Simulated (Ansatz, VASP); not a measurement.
**Si2W in VASP and in Ansatz**

File INCAR:

```
SYSTEM = Si2W
ALGO = Normal ; EDIFF = 1E-7
ENCUT = 520 ; GGA = PS
ISIF = 2 ; ISMEAR = -1
LASPH = .True. ; LCHARG = .False.
LREAL = .False. ; LWAVE = .False.
NBANDS = 18 ; NELM = 80
PREC = Accurate ; SIGMA = 0.03
```

KPOINTS

```
k-points
0
Gamma
  18 18 18
  0 0 0
```

POSCAR

```
Si2W
1.0
   -1.6060000000      1.6060000000      3.9400000000
    1.6060000000     -1.6060000000      3.9400000000
    1.6060000000      1.6060000000     -3.9400000000
Si W
2 1
Direct
    0.3330000000      0.3330000000      0.0000000000
    0.6670000000      0.6670000000      0.0000000000
    0.0000000000      0.0000000000      0.0000000000
```

Input for Ansatz:

```yaml
crystal:
  lattice:
    - [-1.606, 1.606, 3.94]
    - [1.606, -1.606, 3.94]
    - [1.606, 1.606, -3.94]
  atoms:
    - { symbol: Si, position: [0.333, 0.333, 0.0] }
    - { symbol: Si, position: [0.667, 0.667, 0.0] }
    - { symbol: W, position: [0.0, 0.0, 0.0] }
kpoints:
  mp_grid: { grid: [18, 18, 18] }
  band_path:
    path:
      - [0.0, 0.0, 0.0]
      - [0.0, 0.0, 0.5]
      - [0.25, 0.25, 0.25]
      - [0.0, 0.5, 0.0]
      - [0.0, 0.0, 0.0]
      - [0.5, 0.5, -0.5]
      - [0.2915373367, 0.7084626633, -0.2915373367]
      - [-0.2915373367, 0.2915373367, 0.2915373367]
      - [0.0, 0.0, 0.0]
    npoints: 14
scf:
  occupations: { method: fermi_dirac, width: 0.03 }
hamiltonian:
  xc: pbesol
  pseudopotentials: { kind: all_electron, lapw: { basis_error: 0.0005 } }
output:
  forces: true
  stress: true
  eigenvalues: true
  fatbands: true
  populations: true
  dos: { projected: true, de: 0.2, e_range: [-14, 8] }
```

Alike in both runs: task single point; functional PBEsol; k mesh 18 × 18 × 18; occupations fermi-dirac, width 0.03 eV; no spin polarisation.

|  | VASP | Ansatz |
| --- | --- | --- |
| version | VASP 6.6.1 | Ansatz 0.2.0 |
| potentials or method | VASP PAW PBE potentials, release 64 (Si, W_sv), cutoff 520 eV | all-electron LAPW, scalar-relativistic |

Ansatz gave:

```
pressure (GPa)                                                : -3.6
traceless stress, the component that is largest in VASP (GPa) : -1.83
rms of the force components (eV/Å)                            : 0.132
```

Q: Estimate VASP's values.

A: Pressure (GPa): -3.2; traceless stress, the component that is largest in VASP (GPa): -1.84; rms of the force components (eV/Å): 0.129.

VASP's potentials were made for PBE, not for PBEsol. Atom by atom the forces differ by 0.003 eV/Å (rms over components). Ansatz ran all-electron here, and VASP with PAW potentials.

Spin-orbit coupling is off throughout.
